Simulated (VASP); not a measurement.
**RbBr: single point with r2SCAN**

The system is RbBr.

```
CELL_PARAMETERS angstrom
4.77109 0.00000 0.00000
-2.38555 4.13189 0.00000
0.00000 0.00000 8.41015
ATOMIC_POSITIONS crystal
Rb 0.00000 0.00000 0.00000
Rb 0.00000 0.00000 0.50000
Br 0.33333 0.66667 0.25000
Br 0.66667 0.33333 0.75000
```

```
Program             : VASP 6.6.1
Task                : single point
Functional          : r2SCAN
Potentials or basis : VASP PAW PBE potentials, release 64 (Rb_sv, Br)
Cutoff              : 520 eV
k mesh              : 6 × 6 × 4
Occupations         : gaussian, width 0.01 eV
Spin                : no spin polarisation
```

The pressure is 0.0 GPa and the band gap on the k mesh is 4.84 eV, direct.

Levels at points of the mesh, in eV from the valence-band top:
```tsv
k point	band 12	band 13	band 14	band 15	band 16	band 17	band 18	band 19	band 20	band 21
(0.00, 0.00, 0.00)	-0.27	-0.27	-0.13	0.00	0.00	4.84	6.85	7.19	8.18	8.18
(0.50, 0.00, 0.00)	-0.52	-0.47	-0.34	-0.33	-0.15	6.34	7.32	7.45	7.95	9.03
(0.00, 0.00, 0.50)	-0.60	-0.14	-0.14	-0.14	-0.14	6.00	6.00	7.52	7.52	8.66
(0.50, 0.00, 0.50)	-0.75	-0.37	-0.37	-0.25	-0.25	6.95	6.95	7.46	7.46	9.30
```

It took 2.1 min on 1 thread of Intel(R) Xeon(R) 6975P-C (Granite Rapids), on a shared host, peak memory 0.34 GiB.

Caveat: the PAW data sets were made with another functional, which shifts forces and pressure a little. A k mesh can miss the band edges.
